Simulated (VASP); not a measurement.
Input of a VASP 6.6.1 run:

POSCAR

```
H4CO
1.0
    8.0548320000      0.0000000000      0.0000000000
    0.0000000000      8.0548320000      0.0000000000
    0.0000000000      0.0000000000      8.0548320000
C O H
6 6 24
Direct
    0.7451128394      0.6043539937      0.2091968537
    0.1273041787      0.8268155093      0.7386844983
    0.3543785481      0.2753593300      0.4709764028
    0.5383636675      0.1611054165     -0.0196799470
    0.6289214812      0.5920184716      0.7093493141
    0.2657259813      0.8300280295      0.2960542361
    0.6111273298      0.5515245556      0.3136004563
    0.0571515639      0.7134078334      0.6224402871
    0.3142559151      0.2480540048      0.2992350531
    0.5664183906      0.0660144681      0.1257675435
    0.7627361277      0.5243329144      0.6145730316
    0.2912730177      0.6667673951      0.3613000581
    0.7367333776      0.5393454472      0.0903119283
    0.6625565110      0.5274814855      0.4209972607
    0.7398859126      0.7382605740      0.1879090533
    0.8638820766      0.5723083507      0.2663495119
    0.0272285631      0.9018878402      0.7901200362
    0.1441056689      0.6797302753      0.5454328440
    0.1898585620      0.7621543452      0.8408105131
    0.2165637617      0.9101828389      0.6790004833
    0.2931206218      0.1780150064      0.5430062318
    0.3226352559      0.3556722561      0.2471894783
    0.4892329337      0.2696272443      0.4898918757
    0.3078793897      0.3958333191      0.5130841503
    0.6313987616      0.1250248084     -0.1114952801
    0.4853538702      0.1071181713      0.2053309524
    0.4141591820      0.1383481178     -0.0711590456
    0.5509147850      0.2947192046      0.0044463855
    0.5289933212      0.5008103529      0.7073321709
    0.8584527641      0.5977811348      0.6238953508
    0.6651739312      0.6132429626      0.8380920738
    0.5829643591      0.7079225575      0.6552942819
    0.1340978458      0.8588559685      0.3072431444
    0.4085708292      0.6378293220      0.3456929645
    0.3359147948      0.9222617883      0.3669831936
    0.3028656805      0.8385587064      0.1657500533
```

File INCAR.step1:

```
ALGO     = Normal         # electronic algorithm
EDIFF    = 1E-4           # SCF threshold, eV
ENCUT    = 520            # plane-wave cutoff, eV
GGA      = PE             # functional
ISMEAR   = -1             # smearing method
LASPH    = T              # aspherical terms in the spheres
LCHARG   = F              # write CHGCAR
LREAL    = Auto         
LWAVE    = T              # write WAVECAR
NBANDS   = 66             # bands
NELM     = 100            # most SCF steps
PREC     = Accurate       # precision mode
SIGMA    = 0.02           # smearing width, eV
```

File INCAR.step2:

```
ALGO     = Normal         # electronic algorithm
EDIFF    = 1E-6           # SCF threshold, eV
ENCUT    = 520            # plane-wave cutoff, eV
ISIF     = 2              # what is computed and relaxed
ISMEAR   = -1             # smearing method
ISTART   = 1            
IVDW     = 12             # dispersion correction
LASPH    = T              # aspherical terms in the spheres
LCHARG   = T              # write CHGCAR
LELF     = T              # ELF
LMIXTAU  = T            
LREAL    = Auto         
LVHAR    = T            
LWAVE    = F              # write WAVECAR
METAGGA  = R2SCAN         # meta-GGA
NBANDS   = 66             # bands
NELM     = 100            # most SCF steps
PREC     = Accurate       # precision mode
SIGMA    = 0.02           # smearing width, eV
VDW_A1   = 0.49484001   
VDW_A2   = 5.73083694   
VDW_S6   = 1.0          
VDW_S8   = 0.78981345
```

Contents of KPOINTS:

```
k-points
0
Gamma
  1 1 1
```

Potentials or basis: VASP PAW PBE potentials, release 64 (C, O, H).

Command:

```bash
$ cat potpaw_PBE.64/C/POTCAR potpaw_PBE.64/O/POTCAR potpaw_PBE.64/H/POTCAR > POTCAR
$ cp INCAR.step1 INCAR
$ mpirun -np 1 vasp_gam > vasp.out
$ cp INCAR.step2 INCAR
$ mpirun -np 1 vasp_gam > vasp.out
```

(1) What does it give for the pressure?

(2) Estimate the band gap on the k mesh.

(3) Predict the dispersion energy per atom.

(4) What does it give for the largest force?

Answers

(1) -0.4 GPa.

(2) 5.33 eV.

(3) -0.013 eV.

(4) 0.297 eV/Å.

Caveat: the k points lie up to 0.78 Å⁻¹ apart; the PAW data sets were made with another functional, which shifts forces and pressure a little.
